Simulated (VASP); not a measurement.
**Pb: relaxation of cell and atoms with PBE**

Pb:

```
Pb
1.0
     3.25438    0.00000    0.00000
     0.00000    3.25438    0.00000
     0.00000    0.00000    3.25438
Pb
1
Direct
  0.00000 0.00000 0.00000
```

- Program: VASP 6.6.1
- Task: relaxation of cell and atoms
- Functional: PBE
- Potentials or basis: VASP PAW PBE potentials, release 64 (Pb_d)
- Cutoff: 600 eV
- k mesh: 12 × 12 × 12
- Occupations: fermi-dirac, width 0.05 eV
- Spin: no spin polarisation
- Dipole correction: no
- Further INCAR settings: ALGO = Normal; EDIFF = 1e-06; IBRION = 2; EDIFFG = -0.005; NSW = 60; ISIF = 3

* Pressure after relaxing: 0.0 GPa
* Band gap on the k mesh: zero (band 7 reaches 10.54 eV, above the bottom of band 8 at 3.95 eV)

Final structure:
```
CELL_PARAMETERS angstrom
3.25438 0.00000 0.00000
0.00000 3.25438 0.00000
0.00000 0.00000 3.25438
ATOMIC_POSITIONS crystal
Pb 0.00000 0.00000 0.00000
```

Levels at points of the mesh, in eV from the Fermi level:
```tsv
k point	band 3	band 4	band 5	band 6	band 7	band 8	band 9	band 10	band 11
(0.00, 0.00, 0.00)	-16.66	-16.66	-16.66	-11.11	4.82	4.82	4.82	7.64	9.16
(0.50, 0.00, 0.00)	-16.81	-16.80	-16.65	-8.80	-3.86	7.03	7.03	10.53	10.90
(0.50, 0.50, 0.00)	-16.79	-16.79	-16.49	-6.56	-1.77	-1.77	3.50	9.44	12.77
(0.50, 0.50, 0.50)	-16.98	-16.48	-16.48	-4.28	0.23	0.23	0.23	6.34	6.34
```

It took 13 s on 1 thread of Intel(R) Xeon(R) 6975P-C (Granite Rapids) (shared host), peak memory 0.18 GiB.

Caveat: the relaxation stopped at its first step, so nothing moved; spin-orbit coupling is left out, which moves the levels of the heavy elements.
